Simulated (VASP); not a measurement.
# GaN (F-43m) in VASP: further runs, part 3 of 3

VASP 6.6.1. Earlier steps stand in the parts before.

### Step 5. Relaxation of cell and atoms, PBE, target pressure 6 GPa, at which the enthalpy is minimised

Input file INCAR:

```
ALGO     = Normal         # electronic algorithm
EDIFF    = 1E-7           # SCF threshold, eV
EDIFFG   = -0.005         # ionic threshold
ENCUT    = 600            # plane-wave cutoff, eV
GGA      = PE             # functional
GGA_COMPAT= False        
IBRION   = 2              # ionic algorithm
ISIF     = 3              # what is computed and relaxed
ISMEAR   = 0              # smearing method
LASPH    = True           # aspherical terms in the spheres
LCHARG   = False          # write CHGCAR
LREAL    = False          # projectors in reciprocal space
LWAVE    = False          # write WAVECAR
NELM     = 120            # most SCF steps
NELMIN   = 4            
NSW      = 80             # ionic steps
PREC     = Accurate       # precision mode
PSTRESS  = 60.0         
SIGMA    = 0.01           # smearing width, eV
```

Input file KPOINTS:

```
k-points
0
Gamma
  8 8 8
```

Input file POSCAR:

```
GaN
1.0
    0.0000000000      2.2535005000      2.2535005000
    2.2535005000      0.0000000000      2.2535005000
    2.2535005000      2.2535005000      0.0000000000
Ga N
1 1
Direct
    0.0000000000      0.0000000000      0.0000000000
    0.2500000000      0.2500000000      0.2500000000
```

Potentials or basis: VASP PAW PBE potentials, release 64 (Ga_d, N).

Launch:

```sh
cat potpaw_PBE.64/Ga_d/POTCAR potpaw_PBE.64/N/POTCAR > POTCAR
mpirun -np 1 vasp_std > vasp.out
```

OUTCAR:

```text
EDIFF = 1E-7
   EDIFFG = -0.005
   ENCUT = 600
   GGA = PE
   IBRION = 2
   ISIF = 3
   ISMEAR = 0
   LASPH = True
   LREAL = False
   NELM = 120
   NELMIN = 4
   NSW = 80
   PREC = Accurate
   PSTRESS = 60.0

 ion  position               nearest neighbor table
   1  0.000  0.000  0.000-   2 1.95   2 1.95   2 1.95   2 1.95
   2  0.250  0.250  0.250-   1 1.95   1 1.95   1 1.95   1 1.95

  LATTYP: Found a face centered cubic cell.
 ALAT       =     4.5070010000

  Lattice vectors:

 A1 = (   0.0000000000,   2.2535005000,   2.2535005000)
 A2 = (   2.2535005000,   0.0000000000,   2.2535005000)
 A3 = (   2.2535005000,   2.2535005000,   0.0000000000)

Analysis of symmetry for initial positions (statically):
=====================================================================
 Subroutine PRICEL returns:
 Original cell was already a primitive cell.

 Routine SETGRP: Setting up the symmetry group for a
 face centered cubic supercell.

 Subroutine GETGRP returns: Found 24 space group operations
 (whereof 24 operations were pure point group operations)
 out of a pool of 48 trial point group operations.

The static configuration has the point symmetry T_d .

Analysis of symmetry for dynamics (positions and initial velocities):
=====================================================================
 Subroutine PRICEL returns:
 Original cell was already a primitive cell.

 Routine SETGRP: Setting up the symmetry group for a
 face centered cubic supercell.

 Subroutine GETGRP returns: Found 24 space group operations
 (whereof 24 operations were pure point group operations)
 out of a pool of 48 trial point group operations.

The dynamic configuration has the point symmetry T_d .

 Subroutine INISYM returns: Found 24 space group operations
 (whereof 24 operations are pure point group operations),
 and found     1 'primitive' translations

[... 130 lines left out ...]
 maximum number of plane-waves:       778
 NGX is ok and might be reduce to    28
   NGX = 13   NGY = 13   NGZ = 13

--------------------------------------- Ionic step        1  -------------------------------------------

 number of electron      18.0000005 magnetization

 Free energy of the ion-electron system (eV)
  ---------------------------------------------------
  ext. energy  EPLUGINS =         0.00000000
  ---------------------------------------------------
  free energy    TOTEN  =       -12.14419139 eV

  energy without entropy =      -12.14419139  energy(sigma->0) =      -12.14419139

------------------------ aborting loop because EDIFF is reached ----------------------------------------

  FORCE on cell =-STRESS in cart. coord.  units (eV):
  Direction    XX          YY          ZZ          XY          YZ          ZX
  --------------------------------------------------------------------------------------
  -------------------------------------------------------------------------------------
  Total        0.7018822      0.7018822      0.7018822      0.0000000      0.0000000      0.0000000
  in kB       49.1328355     49.1328355     49.1328355      0.0000000      0.0000000      0.0000000
  external PRESSURE =     -10.8671645 kB  Pullay stress =      60.0000000 kB
[... 139 lines left out ...]
--------------------------------------- Ionic step        5  -------------------------------------------

 number of electron      18.0000005 magnetization

 Free energy of the ion-electron system (eV)
  ---------------------------------------------------
  ext. energy  EPLUGINS =         0.00000000
  ---------------------------------------------------
  free energy    TOTEN  =       -12.13962561 eV

  energy without entropy =      -12.13962561  energy(sigma->0) =      -12.13962561

 E-fermi :   5.4798     XC(G=0): -11.6982

 val. band max:        5.3455415356   @ k =   0.0000   0.0000   0.0000
 cond. band min:       7.1076739464   @ k =   0.0000   0.0000   0.0000
 fundamental gap:      1.7621324108
 Fermi energy:         5.4797952969

 k-point     1 :       0.0000    0.0000    0.0000
  band No.  band energies     occupation
      1     -10.6390      2.00000
      2      -8.1018      2.00000
      3      -8.1018      2.00000
      4      -8.1018      2.00000
      5      -7.7761      2.00000
      6      -7.7761      2.00000
      7       5.3455      2.00000
      8       5.3455      2.00000
      9       5.3455      2.00000
     10       7.1077      0.00000
     11      15.6840      0.00000
     12      15.6840      0.00000
     13      15.6840      0.00000
[... 354 lines left out ...]
  band No.  band energies     occupation
      1      -9.6104      2.00000
      2      -7.9959      2.00000
      3      -7.9328      2.00000
      4      -7.7966      2.00000
      5      -7.7427      2.00000
      6      -6.2196      2.00000
      7      -1.1005      2.00000
      8       2.3271      2.00000
      9       3.5649      2.00000
     10      12.0181      0.00000
     11      12.3768      0.00000
     12      15.4754      0.00000
     13      17.0915      0.00000

 [... further k-points ...]

------------------------ aborting loop because EDIFF is reached ----------------------------------------

  FORCE on cell =-STRESS in cart. coord.  units (eV):
  Direction    XX          YY          ZZ          XY          YZ          ZX
  --------------------------------------------------------------------------------------
  -------------------------------------------------------------------------------------
  Total        0.8587487      0.8587487      0.8587487      0.0000000      0.0000000     -0.0000000
  in kB       60.4665584     60.4665584     60.4665584      0.0000000      0.0000000     -0.0000000
  external PRESSURE =       0.4665584 kB  Pullay stress =      60.0000000 kB
[... 21 lines left out ...]
  energy  without entropy=      -12.1396256105  energy(sigma->0) =      -12.13962561

  enthalpy is  TOTEN    =       -11.2875030053 eV   P V=        0.8521226053

 reached required accuracy - stopping structural energy minimisation
```

OSZICAR:

```text
N       E                     dE             d eps       ncg     rms          rms(c)
DAV:   1     0.944414484994E+02    0.94441E+02   -0.10266E+04   794   0.267E+03
DAV:   2    -0.623570059804E+01   -0.10068E+03   -0.94805E+02   842   0.378E+02
DAV:   3    -0.140114910759E+02   -0.77758E+01   -0.77235E+01   889   0.952E+01
[... 37 lines left out ...]
DAV:   1    -0.121396365759E+02   -0.24441E-03   -0.14584E-04   874   0.345E-01    0.200E-02
DAV:   2    -0.121396281326E+02    0.84433E-05   -0.13945E-05   914   0.128E-01    0.904E-03
DAV:   3    -0.121396259633E+02    0.21693E-05   -0.25096E-06   919   0.622E-02    0.217E-03
DAV:   4    -0.121396256160E+02    0.34727E-06   -0.31760E-07   679   0.901E-03    0.151E-04
DAV:   5    -0.121396256105E+02    0.54897E-08   -0.27976E-08   377   0.209E-03
   5 F= -.11287503E+02 E0= -.11287503E+02  d E =-.435583E-03
```

It took 24 s on 1 thread of Intel Xeon 6975P-C (Granite Rapids), shared host; peak memory 0.16 GiB.

What came out:

```
Free energy                                                : -12.1396 eV
Relaxed volume                                             : 11.38 Å³/atom
Relaxed cell                                               : a = 3.181 Å, b = 3.181 Å, c = 3.181 Å, α = 60.00°, β = 60.00°, γ = 60.00°
Space group after relaxing (to 0.1 Å)                      : F-43m (No. 216)
Energy change on relaxing (the run minimises the enthalpy) : +2.3 meV/atom
Ionic steps                                                : 5
Pressure after relaxing                                    : 6.0 GPa
Band gap on the k mesh                                     : 1.76 eV
```

The path:
| step | energy change (eV) | largest force (eV/Å) | pressure (GPa) | volume (Å³) |
| --- | --- | --- | --- | --- |
| 1 | 0.0000 | 0.0000 | 4.91 | 22.89 |
| 2 | 0.0096 | 0.0000 | 7.13 | 22.63 |
| 3 | 0.0044 | 0.0000 | 5.89 | 22.76 |
| 4 | 0.0048 | 0.0000 | 6.12 | 22.75 |
| 5 | 0.0046 | 0.0000 | 6.05 | 22.75 |

Final structure:
```
Ga N
1.0
     0.00000    2.24911    2.24911
     2.24911    0.00000    2.24911
     2.24911    2.24911    0.00000
Ga N
1 1
Direct
  0.00000 0.00000 0.00000
  0.25000 0.25000 0.25000
```

Levels at points of the mesh, in eV from the valence-band top:
```tsv
k point	band 7	band 8	band 9	band 10	band 11	band 12
(0.00, 0.00, 0.00)	0.00	0.00	0.00	1.76	10.34	10.34
(0.50, 0.00, 0.00)	-7.08	-0.98	-0.98	4.68	8.76	10.40
(0.50, 0.50, 0.00)	-6.15	-2.72	-2.72	3.35	6.70	11.75
```

Caveat: the cell is relaxed towards a set pressure, so the run minimises the enthalpy, not the energy.

### Step 6. Relaxation of cell and atoms, PBE, target pressure 8 GPa, at which the enthalpy is minimised

Input file INCAR:

```
ALGO     = Normal         # electronic algorithm
EDIFF    = 1E-7           # SCF threshold, eV
EDIFFG   = -0.005         # ionic threshold
ENCUT    = 600            # plane-wave cutoff, eV
GGA      = PE             # functional
GGA_COMPAT= F            
IBRION   = 2              # ionic algorithm
ISIF     = 3              # what is computed and relaxed
ISMEAR   = 0              # smearing method
LASPH    = T              # aspherical terms in the spheres
LCHARG   = F              # write CHGCAR
LREAL    = F              # projectors in reciprocal space
LWAVE    = F              # write WAVECAR
NELM     = 120            # most SCF steps
NELMIN   = 4            
NSW      = 80             # ionic steps
PREC     = Accurate       # precision mode
PSTRESS  = 80.0         
SIGMA    = 0.01           # smearing width, eV
```

KPOINTS is that of step 5.

POSCAR is that of step 5.

Potentials or basis: VASP PAW PBE potentials, release 64 (Ga_d, N).

Launch:

```sh
cat potpaw_PBE.64/Ga_d/POTCAR potpaw_PBE.64/N/POTCAR > POTCAR
mpirun -np 1 vasp_std > vasp.out
```

It took 16 s on 1 thread of Intel Xeon 6975P-C (Granite Rapids), shared host; peak memory 0.17 GiB.

The run converged. Its results:

* Free energy: -12.1301 eV
* Relaxed volume: 11.27 Å³/atom
* Relaxed cell: a = 3.170 Å, b = 3.170 Å, c = 3.170 Å, α = 60.00°, β = 60.00°, γ = 60.00°
* Space group after relaxing (to 0.1 Å): F-43m (No. 216)
* Energy change on relaxing (the run minimises the enthalpy): +7.1 meV/atom
* Ionic steps: 3
* Pressure after relaxing: 8.0 GPa
* Band gap on the k mesh: 1.82 eV

The path:
| step | energy change (eV) | largest force (eV/Å) | pressure (GPa) | volume (Å³) |
| --- | --- | --- | --- | --- |
| 1 | 0.0000 | 0.0000 | 4.91 | 22.89 |
| 2 | 0.0366 | 0.0000 | 11.49 | 22.17 |
| 3 | 0.0141 | 0.0000 | 7.98 | 22.54 |

Final structure:
```yaml
crystal:
  lattice:
    - [0.00000, 2.24188, 2.24188]
    - [2.24188, 0.00000, 2.24188]
    - [2.24188, 2.24188, 0.00000]
  atoms:
    - { symbol: Ga, position: [0.00000, 0.00000, 0.00000] }
    - { symbol: N, position: [0.25000, 0.25000, 0.25000] }
```

Levels at points of the mesh, in eV from the valence-band top:
| k point | band 5 | band 6 | band 7 | band 8 | band 9 | band 10 | band 11 | band 12 | band 13 |
| --- | --- | --- | --- | --- | --- | --- | --- | --- | --- |
| (0.00, 0.00, 0.00) | -13.12 | -13.12 | 0.00 | 0.00 | 0.00 | 1.82 | 10.40 | 10.40 | 10.40 |
| (0.50, 0.00, 0.00) | -13.07 | -11.88 | -7.14 | -0.99 | -0.99 | 4.75 | 8.81 | 10.45 | 10.45 |
| (0.50, 0.50, 0.00) | -13.04 | -11.46 | -6.19 | -2.76 | -2.76 | 3.36 | 6.75 | 11.82 | 14.13 |

Caveat: the cell is relaxed towards a set pressure, so the run minimises the enthalpy, not the energy.

### Step 7. Overview

| cell | gap on the mesh (eV) | pressure (GPa) |
| --- | --- | --- |
| relaxed | 1.55 | 0.0 |
| relaxed to 2 GPa | 1.62 | 2.0 |
| relaxed to 4 GPa | 1.69 | 4.0 |
| relaxed to 6 GPa | 1.76 | 6.0 |
| relaxed to 8 GPa | 1.82 | 8.0 |

Alike in all rows: task relaxation of cell and atoms; level PBE; potentials or basis VASP PAW PBE potentials, release 64 (Ga_d, N); no spin polarisation; k mesh 8 × 8 × 8; cutoff (eV) 600; smearing gaussian 0.01 eV.

Caveats: the cell is relaxed towards a set pressure, so the run minimises the enthalpy, not the energy (at least some runs).

Total energies depend on the potentials used, so only differences within one code and one set of settings carry meaning.
